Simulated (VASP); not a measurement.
# Ba (I4/mmm) in VASP: further runs

Runs on Ba. Level: PBE. Tasks: single point.

Program: VASP 6.6.1. These are calculated values, not measurements. Logs are shortened: lines on timing, memory, paths and dates and some standing lists are left out, and cuts for length are marked.

## 1. The cell of the first run

It takes space group I4/mmm (No. 139, tetragonal). Conventional cell: a = 5.613 Å, b = 5.613 Å, c = 3.968 Å, α = 90.00°, β = 90.00°, γ = 90.00°. Ba (site symmetry 4/mmm) has 10 Ba at 3.97 to 4.44 Å within 5.2 Å.

## 2. Single point, PBE

INCAR

```
PREC = Accurate
ENCUT = 520
EDIFF = 1E-7
ISMEAR = 0
SIGMA = 0.15
LREAL = False
LASPH = True
NELM = 80
ALGO = Fast
ISIF = 2
LWAVE = False
LCHARG = True
GGA = PE
LELF = True
LVHAR = True
NBANDS = 11
```

KPOINTS

```
regular mesh
0
Gamma
  16 16 16
```

POSCAR

```
Ba
1.0
   -2.8062963888      2.8062963888      1.9840515469
    2.8062963888     -2.8062963888      1.9840515469
    2.8062963888      2.8062963888     -1.9840515469
Ba
1
Direct
    0.0000000000      0.0000000000      0.0000000000
```

Potentials or basis: VASP PAW PBE potentials, release 64 (Ba_sv).

The run is started by

```sh
cat potpaw_PBE.64/Ba_sv/POTCAR > POTCAR
mpirun -np 1 vasp_std > vasp.out
```

OUTCAR:

```text
PREC = Accurate
   ENCUT = 520
   EDIFF = 1E-7
   ISMEAR = 0
   LREAL = False
   LASPH = True
   NELM = 80
   ISIF = 2
   GGA = PE

 ion  position               nearest neighbor table
   1  0.000  0.000  0.000-

  LATTYP: Found a body centered tetragonal cell.
 ALAT       =     5.6125927776
 C/A-ratio  =     0.7070000000

  Lattice vectors:

 A1 = (  -2.8062963888,   2.8062963888,   1.9840515469)
 A2 = (   2.8062963888,  -2.8062963888,   1.9840515469)
 A3 = (   2.8062963888,   2.8062963888,  -1.9840515469)

Analysis of symmetry for initial positions (statically):
=====================================================================
 Subroutine PRICEL returns:
 Original cell was already a primitive cell.

 Routine SETGRP: Setting up the symmetry group for a
 body centered tetragonal supercell.

 Subroutine GETGRP returns: Found 16 space group operations
 (whereof 16 operations were pure point group operations)
 out of a pool of 16 trial point group operations.

The static configuration has the point symmetry D_4h.

Analysis of symmetry for dynamics (positions and initial velocities):
=====================================================================
 Subroutine PRICEL returns:
 Original cell was already a primitive cell.

 Routine SETGRP: Setting up the symmetry group for a
 body centered tetragonal supercell.

 Subroutine GETGRP returns: Found 16 space group operations
 (whereof 16 operations were pure point group operations)
 out of a pool of 16 trial point group operations.

The dynamic configuration has the point symmetry D_4h.

 Subroutine INISYM returns: Found 16 space group operations
 (whereof 16 operations are pure point group operations),
 and found     1 'primitive' translations

----------------------------------------------------------------------------------------

                                     Primitive cell

  volume of cell :      62.5000

  direct lattice vectors                    reciprocal lattice vectors
    -2.806296389  2.806296389  1.984051547     0.000000000  0.178170774  0.252009581
     2.806296389 -2.806296389  1.984051547     0.178170774  0.000000000  0.252009581
     2.806296389  2.806296389 -1.984051547     0.178170774  0.178170774  0.000000000

  length of vectors
     4.437010185  4.437010185  4.437010185     0.308631907  0.308631907  0.251971525

  position of ions in fractional coordinates (direct lattice)
     0.000000000  0.000000000  0.000000000

  ion indices of the primitive-cell ions
   primitive index   ion index
                 1           1

----------------------------------------------------------------------------------------

 KPOINTS: regular mesh

Automatic generation of k-mesh.
 Grid dimensions read from file:
 generate k-points for:   16   16   16

 Generating k-lattice:

  Cartesian coordinates                     Fractional coordinates (reciprocal lattice)
     0.000000000  0.011135673  0.015750599     0.062500000  0.000000000  0.000000000
     0.011135673  0.000000000  0.015750599     0.000000000  0.062500000  0.000000000
     0.011135673  0.011135673  0.000000000     0.000000000  0.000000000  0.062500000

  Length of vectors
     0.019289494  0.019289494  0.015748220

  Shift w.r.t. Gamma in fractional coordinates (k-lattice)
     0.000000000  0.000000000  0.000000000

 Subroutine IBZKPT returns following result:
 ===========================================

 Found    349 irreducible k-points:

 Following reciprocal coordinates:
            Coordinates               Weight
  0.000000  0.000000  0.000000      1.000000
  0.062500 -0.000000  0.000000      8.000000
  0.125000 -0.000000  0.000000      8.000000
  0.187500  0.000000 -0.000000      8.000000
  0.250000 -0.000000  0.000000      8.000000
  0.312500 -0.000000  0.000000      8.000000
[... 16 lines left out ...]
 -0.125000  0.062500  0.000000     16.000000
 -0.062500  0.062500  0.000000      4.000000
 [... further k-points ...]
   k-points           NKPTS =    349   k-points in BZ     NKDIM =    349   number of bands    NBANDS=     11
   number of dos      NEDOS =    301   number of ions     NIONS =      1
   total plane-waves  NPLWV =  46656
   dimension x,y,z NGX =    36 NGY =   36 NGZ =   36
   dimension x,y,z NGXF=    72 NGYF=   72 NGZF=   72
   ions per type =               1
   NGX,Y,Z   is equivalent  to a cutoff of  13.49, 13.49, 13.49 a.u.
   NGXF,Y,Z  is equivalent  to a cutoff of  26.98, 26.98, 26.98 a.u.
 SYSTEM =  unknown system
   PREC   = accura    normal or accurate (medium, high low for compatibility)
   ISTART =      0    job   : 0-new  1-cont  2-samecut
   ICHARG =      2    charge: 1-file 2-atom 10-const
   ISPIN  =      1    spin polarized calculation?
   LNONCOLLINEAR =      F non collinear calculations
   LSORBIT =      F    spin-orbit coupling
   LASPH  =      T    aspherical Exc in radial PAW
   ENCUT  =  520.0 eV  38.22 Ry    6.18 a.u.   8.25  8.25  8.25*2*pi/ulx,y,z
   NELM   =     80;   NELMIN=  2; NELMDL= -5     # of ELM steps
   EDIFF  = 0.1E-06   stopping-criterion for ELM
   LREAL  =      F    real-space projection
   EDIFFG = 0.1E-05   stopping-criterion for IOM
   NSW    =      0    number of steps for IOM
   IBRION =     -1    ionic relax: 0-MD 1-quasi-New 2-CG
   NFREE  =      0    steps in history (QN), initial steepest desc. (CG)
   ISIF   =      2    stress and relaxation
   ISYM   =      2    0-nonsym 1-usesym 2-fastsym
   POTIM  = 0.5000    time-step for ionic-motion
   TEBEG  =    0.0;   TEEND  =   0.0 temperature during run
   PSTRESS=    0.0 pullay stress
   NELECT =      10.0000    total number of electrons
   NUPDOWN=      -1.0000    fix difference up-down
   EMIN   =  10.00;   EMAX   =-10.00  energy-range for DOS
   EFERMI =   0.00;   METHOD = LEGACY
   ISMEAR =     0;   SIGMA  =   0.15  broadening in eV -4-tet -1-fermi 0-gaus
   EFERMI_NEDOS =   21; number of points for ismear=-14 and -15
   IALGO  =     68    algorithm
   IMIX   =      4    mixing-type and parameters
     AMIX     =   0.40;   BMIX     =  1.00
     AMIX_MAG =   1.60;   BMIX_MAG =  1.00
  volume/ion in A,a.u.               =      62.50       421.77
  Fermi-wavevector in a.u.,A,eV,Ry     =   0.888754  1.679501 10.747016  0.789883
  Thomas-Fermi vector in A             =   2.010225
   LORBIT       =      0    0 simple, 1 ext, 2 COOP (PROOUT), +10 PAW based schemes
   GGA     = PE    functional components
   LHFCALC =     F    Hartree Fock is set to
   AEXX    =    0.0000 exact exchange contribution
   IVDW    =     0    specifies the selected vdW correction
   LEPSILON=     F    determine dielectric tensor
   LRPA    =     F    only Hartree local field effects (RPA)
 non-spin polarized calculation
 RMM-DIIS sequential band-by-band and
 Gauss-broadening in eV      SIGMA  =   0.15
  energy-cutoff  :      520.00
  volume of cell :       62.50
 maximum number of plane-waves:      1708
 NGX is ok and might be reduce to    36
   NGX = 17   NGY = 17   NGZ = 17

 number of electron      10.0000000 magnetization

 number of electron       9.9999999 magnetization

 Free energy of the ion-electron system (eV)
  ---------------------------------------------------
  ext. energy  EPLUGINS =         0.00000000
  ---------------------------------------------------
  free energy    TOTEN  =        -1.76333487 eV

  energy without entropy =       -1.74634661  energy(sigma->0) =       -1.75484074

 E-fermi :   1.6800     XC(G=0):  -7.4214

 val. band max:        1.6763402070   @ k =   0.3750   0.2500   0.1875
 cond. band min:       1.6800725706   @ k =  -0.3125  -0.3750   0.0625
 fundamental gap:      0.0037323636
 Fermi energy:         1.6800278008

 k-point     1 :       0.0000    0.0000    0.0000
  band No.  band energies     occupation
      1     -27.2797      2.00000
      2     -12.2485      2.00000
      3     -12.2485      2.00000
      4     -12.0745      2.00000
      5      -1.0488      2.00000
      6       2.3303      0.00000
      7       3.0359      0.00000
      8       4.8372      0.00000
      9       4.8372      0.00000
     10       5.9200      0.00000
     11       8.0792      0.00000

 k-point     2 :       0.0625   -0.0000    0.0000
  band No.  band energies     occupation
      1     -27.2764      2.00000
      2     -12.2534      2.00000
      3     -12.2519      2.00000
      4     -12.1052      2.00000
      5      -0.9574      2.00000
      6       2.3694      0.00000
      7       3.1051      0.00000
      8       4.6667      0.00000
      9       4.6790      0.00000
     10       5.8255      0.00000
     11       8.3502      0.00000

 k-point     3 :       0.1250   -0.0000    0.0000
  band No.  band energies     occupation
      1     -27.2672      2.00000
      2     -12.2739      2.00000
      3     -12.2617      2.00000
      4     -12.1843      2.00000
      5      -0.6952      2.00000
      6       2.4607      0.00000
      7       3.2724      0.00000
      8       4.3202      0.00000
      9       4.3631      0.00000
     10       5.6273      0.00000
     11       8.9280      0.00000

 k-point     4 :       0.1875    0.0000   -0.0000
  band No.  band energies     occupation
      1     -27.2534      2.00000
      2     -12.3567      2.00000
      3     -12.2762      2.00000
      4     -12.2460      2.00000
      5      -0.2993      2.00000
      6       2.5113      0.00000
      7       3.3092      0.00000
      8       4.1634      0.00000
      9       4.2259      0.00000
     10       5.3995      0.00000
     11       8.8647      0.00000

 k-point     5 :       0.2500   -0.0000    0.0000
  band No.  band energies     occupation
      1     -27.2370      2.00000
      2     -12.4973      2.00000
      3     -12.2932      2.00000
      4     -12.2696      2.00000
      5       0.1609      2.00000
      6       2.4096      0.00000
      7       3.0982      0.00000
      8       4.2783      0.00000
      9       4.6241      0.00000
     10       5.1790      0.00000
     11       8.3368      0.00000
[... 211 lines left out ...]
 k-point    21 :      -0.2500    0.0625    0.0000
  band No.  band energies     occupation
      1     -27.2500      2.00000
      2     -12.3906      2.00000
      3     -12.2920      2.00000
      4     -12.2481      2.00000
      5      -0.1086      2.00000
      6       2.4603      0.00000
      7       3.1651      0.00000
      8       4.1333      0.00000
      9       4.6408      0.00000
     10       5.3011      0.00000
     11       8.6190      0.00000

 k-point    22 :      -0.1875    0.0625    0.0000
  band No.  band energies     occupation
      1     -27.2643      2.00000
      2     -12.3182      2.00000
      3     -12.2626      2.00000
      4     -12.1851      2.00000
      5      -0.5355      2.00000
      6       2.4639      0.00000
      7       3.1528      0.00000
      8       4.2557      0.00000
      9       4.6384      0.00000
     10       5.5070      0.00000
     11       8.8237      0.00000

 k-point    23 :      -0.1250    0.0625    0.0000
  band No.  band energies     occupation
      1     -27.2743      2.00000
      2     -12.2860      2.00000
      3     -12.2501      2.00000
      4     -12.1086      2.00000
      5      -0.8448      2.00000
      6       2.3967      0.00000
      7       3.0352      0.00000
      8       4.6176      0.00000
      9       4.8079      0.00000
     10       5.6818      0.00000
     11       8.4213      0.00000

 k-point    24 :      -0.0625    0.0625    0.0000
  band No.  band energies     occupation
      1     -27.2785      2.00000
      2     -12.2654      2.00000
      3     -12.2472      2.00000
      4     -12.0768      2.00000
      5      -0.9912      2.00000
      6       2.3489      0.00000
      7       3.0016      0.00000
      8       4.8150      0.00000
      9       4.8894      0.00000
     10       5.8175      0.00000
     11       8.1374      0.00000

 [... further k-points ...]

------------------------ aborting loop because EDIFF is reached ----------------------------------------

  FORCE on cell =-STRESS in cart. coord.  units (eV):
  Direction    XX          YY          ZZ          XY          YZ          ZX
  --------------------------------------------------------------------------------------
  -------------------------------------------------------------------------------------
  Total       -0.3869598     -0.3869598      1.3824205      0.0000000      0.0000000      0.0000000
  in kB       -9.9196513     -9.9196513     35.4381249      0.0000000      0.0000000      0.0000000
  external PRESSURE =       5.1996074 kB  Pullay stress =       0.0000000 kB

 VOLUME and BASIS-vectors are now :
 -----------------------------------------------------------------------------
  energy-cutoff  :      520.00
  volume of cell :       62.50
      direct lattice vectors                 reciprocal lattice vectors
    -2.806296389  2.806296389  1.984051547     0.000000000  0.178170774  0.252009581
     2.806296389 -2.806296389  1.984051547     0.178170774  0.000000000  0.252009581
     2.806296389  2.806296389 -1.984051547     0.178170774  0.178170774  0.000000000

 POSITION                                       TOTAL-FORCE (eV/Angst)
 -----------------------------------------------------------------------------------
      0.00000      0.00000      0.00000         0.000000      0.000000     -0.000000
 -----------------------------------------------------------------------------------
    total drift:                               -0.000000      0.000000      0.000000

  FREE ENERGIE OF THE ION-ELECTRON SYSTEM (eV)
  ---------------------------------------------------
  free  energy   TOTEN  =        -1.7633348660 eV

  energy  without entropy=       -1.7463466077  energy(sigma->0) =       -1.75484074
```

It took 3.6 min on 1 thread of Intel Xeon Platinum 8488C (Sapphire Rapids), shared host; peak memory 0.39 GiB.

What came out:

```yaml
Free_energy: -1.7633 eV
Pressure: 0.5 GPa
Band_gap_on_the_k_mesh: zero (bands 5 and 6 overlap by 0.89 eV)
```

Caveat: spin-orbit coupling is left out, which moves the levels of the heavy elements.

## 3. Single point, PBE

INCAR

```
ALGO = Fast
EDIFF = 1E-7
ENCUT = 520
GGA = PE
ISIF = 2
ISMEAR = 0
LASPH = True
LCHARG = False
LREAL = False
LWAVE = False
NBANDS = 11
NELM = 80
PREC = Accurate
SIGMA = 0.15
```

KPOINTS

```
k-points
0
Gamma
  16 16 16
```

POSCAR

```
Ba
1.0
   -2.6391679799      2.6391679799      2.2432927830
    2.6391679799     -2.6391679799      2.2432927830
    2.6391679799      2.6391679799     -2.2432927830
Ba
1
Direct
    0.0000000000      0.0000000000      0.0000000000
```

Potentials or basis: VASP PAW PBE potentials, release 64 (Ba_sv).

The run is started by

```sh
cat potpaw_PBE.64/Ba_sv/POTCAR > POTCAR
mpirun -np 1 vasp_std > vasp.out
```

Wall time 2 min (1 thread of Intel Xeon Platinum 8488C (Sapphire Rapids), shared host); peak memory 0.36 GiB.

The run converged. Its results:

```yaml
Free_energy: -1.8922 eV
Pressure: 0.2 GPa
Band_gap_on_the_k_mesh: zero (bands 5 and 6 overlap by 0.86 eV)
```

Stress tensor (GPa, compression positive):
```
-0.19  0.00  0.00
 0.00 -0.19  0.00
 0.00  0.00  1.03
```

Levels at points of the mesh, in eV from the Fermi level:
```tsv
k point	band 1	band 2	band 3	band 4	band 5	band 6	band 7	band 8	band 9	band 10
(0.00, 0.00, 0.00)	-28.91	-13.86	-13.86	-13.84	-2.78	1.21	2.28	2.28	2.39	3.89
(0.50, 0.00, 0.00)	-28.86	-14.33	-14.01	-13.90	-0.88	0.37	1.49	3.13	4.60	5.10
(0.50, 0.50, 0.00)	-28.87	-14.32	-13.94	-13.83	-1.00	0.93	1.46	2.32	3.32	5.08
(0.50, 0.50, 0.50)	-28.83	-14.21	-14.21	-14.06	-0.69	-0.47	3.78	3.78	4.68	4.68
```

Caveat: spin-orbit coupling is left out, which moves the levels of the heavy elements.

## 4. Single point, PBE

INCAR

```
SYSTEM = Ba
PREC     = Accurate       ! precision mode
ENCUT    = 520            ! plane-wave cutoff, eV
EDIFF    = 1E-6           ! SCF threshold, eV
ISMEAR   = 0              ! smearing method
SIGMA    = 0.15           ! smearing width, eV
LREAL    = .FALSE.        ! projectors in reciprocal space
LASPH    = .TRUE.         ! aspherical terms in the spheres
NELM     = 60             ! most SCF steps
ALGO     = Fast           ! electronic algorithm
ISIF     = 2              ! what is computed and relaxed
LWAVE    = .FALSE.        ! write WAVECAR
LCHARG   = .FALSE.        ! write CHGCAR
GGA      = PE             ! functional
NBANDS   = 11             ! bands
```

KPOINTS

```
regular mesh
0
G
  16 16 16
  0 0 0
```

POSCAR

```
Ba
1.0
   -2.3525900722      2.3525900722      2.8231080866
    2.3525900722     -2.3525900722      2.8231080866
    2.3525900722      2.3525900722     -2.8231080866
Ba
1
Direct
    0.0000000000      0.0000000000      0.0000000000
```

The run is started by

```sh
cat potpaw_PBE.64/Ba_sv/POTCAR > POTCAR
mpirun -np 1 vasp_std > vasp.out
```

It took 1.8 min on 1 thread of Intel Xeon Platinum 8488C (Sapphire Rapids), shared host; peak memory 0.36 GiB.

The run converged. Its results:

| Quantity | Value |
| --- | --- |
| Free energy | -1.9024 eV |
| Pressure | 0.2 GPa |
| Band gap on the k mesh | zero (bands 5 and 6 overlap by 0.67 eV) |

Stress tensor (GPa, compression positive):
```
0.35 0.00 0.00
0.00 0.35 0.00
0.00 0.00 0.04
```

Levels at points of the mesh, in eV from the Fermi level:
| k point | band 2 | band 3 | band 4 | band 5 | band 6 | band 7 | band 8 | band 9 |
| --- | --- | --- | --- | --- | --- | --- | --- | --- |
| (0.00, 0.00, 0.00) | -13.85 | -13.84 | -13.84 | -2.79 | 1.63 | 1.63 | 2.42 | 2.60 |
| (0.50, 0.00, 0.00) | -14.32 | -13.96 | -13.86 | -0.95 | 1.11 | 1.11 | 2.31 | 4.11 |
| (0.50, 0.50, 0.00) | -14.29 | -14.03 | -13.91 | -0.87 | 0.06 | 1.67 | 4.15 | 4.35 |
| (0.50, 0.50, 0.50) | -14.26 | -14.10 | -14.10 | -0.73 | -0.40 | 3.10 | 4.57 | 4.87 |

Caveat: spin-orbit coupling is left out, which moves the levels of the heavy elements.

## 5. Overview

| cell | further INCAR settings | gap on the mesh (eV) | pressure (GPa) |
| --- | --- | --- | --- |
| a = 4.437 Å, angles 101.5, 101.5, 126.9°, 1 atom | ALGO = Fast; EDIFF = 1e-07; NBANDS = 11 | none | 0.5 |
| a = 4.355 Å, angles 105.4, 105.4, 118.0°, 1 atom | ALGO = Fast; EDIFF = 1e-07; NBANDS = 11 | none | 0.2 |
| a = 4.363 Å, angles 114.7, 114.7, 99.4°, 1 atom | ALGO = Fast; EDIFF = 1e-06; NBANDS = 11 | none | 0.2 |

Alike in all rows: task single point; level PBE; potentials or basis VASP PAW PBE potentials, release 64 (Ba_sv); no spin polarisation; k mesh 16 × 16 × 16; cutoff (eV) 520; smearing gaussian 0.15 eV.

Caveats: spin-orbit coupling is left out, which moves the levels of the heavy elements.

Absolute energies hang on the potentials; compare differences alone.
